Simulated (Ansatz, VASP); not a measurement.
**O: VASP beside Ansatz**

File INCAR:

```
SYSTEM = O
PREC     = Accurate       ! precision mode
ENCUT    = 520            ! plane-wave cutoff, eV
EDIFF    = 1E-6           ! SCF threshold, eV
ISMEAR   = 0              ! smearing method
SIGMA    = 0.01           ! smearing width, eV
LREAL    = .False.        ! projectors in reciprocal space
LASPH    = .True.         ! aspherical terms in the spheres
NELM     = 80             ! most SCF steps
ALGO     = Normal         ! electronic algorithm
ISIF     = 2              ! what is computed and relaxed
LWAVE    = .False.        ! write WAVECAR
LCHARG   = .False.        ! write CHGCAR
GGA      = PE             ! functional
NBANDS   = 20             ! bands
```

The input KPOINTS:

```
Automatic mesh
0
Gamma
  8 6 10
  0 0 0
```

File POSCAR:

```
O
1.0
    4.0422525787      0.0000000000     -0.0511341507
    0.0000000000      4.0261654351      0.0000000000
   -1.0645954103      0.0000000000      2.7914433865
O
4
Direct
    0.3398634731      0.6842024492      0.6702334519
    0.6601365269      0.6842024492      0.8297665481
    0.6601365269      0.3157975508      0.3297665481
    0.3398634731      0.3157975508      0.1702334519
```

Input for Ansatz:

```yaml
crystal:
  lattice:
    - [4.0422525787, 0.0, -0.0511341507]
    - [0.0, 4.0261654351, 0.0]
    - [-1.0645954103, 0.0, 2.7914433865]
  atoms:
    - { symbol: O, position: [0.3398634731, 0.6842024492, 0.6702334519] }
    - { symbol: O, position: [0.6601365269, 0.6842024492, 0.8297665481] }
    - { symbol: O, position: [0.6601365269, 0.3157975508, 0.3297665481] }
    - { symbol: O, position: [0.3398634731, 0.3157975508, 0.1702334519] }
kpoints:
  mp_grid: { grid: [8, 6, 10] }
  band_path:
    path:
      - [0.0, 0.0, 0.0]
      - [0.0, 0.5, 0.0]
      - [0.0, 0.5, 0.5]
      - [0.0, 0.0, 0.5]
      - [-0.5, 0.0, 0.5]
      - [-0.5, 0.5, 0.5]
      - [-0.5, 0.5, 0.0]
      - [-0.5, 0.0, 0.0]
    npoints: 1
hamiltonian:
  xc: pbe
scf:
  occupations: { method: fixed }
  n_extra_bands: 5
output:
  forces: true
  stress: true
  eigenvalues: true
```

Alike in both runs: task single point; functional PBE; k mesh 8 × 6 × 10; no spin polarisation.

|  | VASP | Ansatz |
| --- | --- | --- |
| version | VASP 6.6.1 | Ansatz 0.2.0 |
| potentials or method | VASP PAW PBE potentials, release 64 (O) | plane waves, PAW |
| plane-wave cutoff (eV) | 520 | 420 |
| occupations | gaussian, width 0.01 eV | fixed |
| valence electrons in the cell | 24 | 24 |

|  | VASP | Ansatz | Ansatz less VASP |
| --- | --- | --- | --- |
| gap on the k mesh at the Fermi level (eV) | 0.91 | 0.91 | +0.001 |
| pressure (GPa) | 9.5 | 6.0 | -3.53 |
| traceless stress, the component that is largest in VASP (GPa) | 8.84 | 2.72 | -6.121 |
| rms of the force components (eV/Å) | 1.170 | 0.385 | -0.7850 |

Atom by atom the forces differ by 0.786 eV/Å (rms over components).

Noted on VASP's run: the standard files for N, O and F lose accuracy on very short bonds; spin is off for a triplet molecule.
